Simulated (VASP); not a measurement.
CdF2: electric field gradients with PBE

CdF2:

```xyz
3
Lattice="0.0000 2.7005 2.7005 2.7005 0.0000 2.7005 2.7005 2.7005 0.0000" Properties=species:S:1:pos:R:3 pbc="T T T"
Cd    0.2836   -0.2836   -0.2836
F     1.0667    1.6338    1.6338
F     4.0508    4.0508    4.0508
```

This cell differs from its parent crystal: shortest bond scaled by 0.58.

| Quantity | Value |
| --- | --- |
| Program | VASP 6.6.1 |
| Task | electric field gradients |
| Functional | PBE |
| Potentials or basis | VASP PAW PBE potentials, release 64 (Cd, F) |
| Cutoff | 520 eV |
| k mesh | 7 × 7 × 7 |
| Occupations | fermi-dirac, width 0.03 eV |
| Spin | no spin polarisation |
| Dipole correction | no |
| Further INCAR settings | ALGO = Normal; EDIFF = 1e-08; NBANDS = 20 |

```json
{
 "Pressure": "150.2 GPa",
 "Largest force": "74.109 eV/Å",
 "Band gap on the k mesh": "1.07 eV (least direct gap 2.24 eV)",
 "Largest electric field gradient by atom": "Cd -774.9; F +87.8, +10.5 V/Å²"
}
```

Forces on the atoms (eV/Å):
```
Cd  -42.771  42.771  42.771
F    42.787 -42.787 -42.787
F    -0.016   0.016   0.016
```

Stress tensor (GPa, compression positive):
```
 150.15 -126.82 -126.82
-126.82  150.15  126.82
-126.82  126.82  150.15
```

Levels at points of the mesh, in eV from the valence-band top:
| k point | band 9 | band 10 | band 11 | band 12 | band 13 | band 14 | band 15 | band 16 | band 17 | band 18 |
| --- | --- | --- | --- | --- | --- | --- | --- | --- | --- | --- |
| (0.00, 0.00, 0.00) | -3.03 | -3.03 | -2.38 | -2.38 | -1.17 | 1.07 | 10.53 | 10.53 | 12.86 | 13.94 |

Electric field gradients, principal values (V/Å²):
| atom | least | middle | greatest (by size) |
| --- | --- | --- | --- |
| 1 Cd | 387.466 | 387.472 | -774.938 |
| 2 F | -43.863 | -43.887 | 87.750 |
| 3 F | -5.246 | -5.268 | 10.514 |

Wall time 20 s on 1 thread of Intel(R) Xeon(R) 6975P-C (Granite Rapids), on a shared host, peak memory 0.17 GiB.

Caveat: the cell differs from its parent crystal (shortest bond scaled by 0.58); atoms lie so close that the PAW spheres overlap strongly, which falsifies energies and pressures; the cell stands under pressure; without QUAD_EFG the Cq values of the log hold for a quadrupole moment of 1 mb, not for the nuclei; an odd mesh through Γ misses points on the zone boundary, where band edges can lie; forces of over 1 eV/Å act on the atoms, so gaps and moduli don't describe the material at rest.
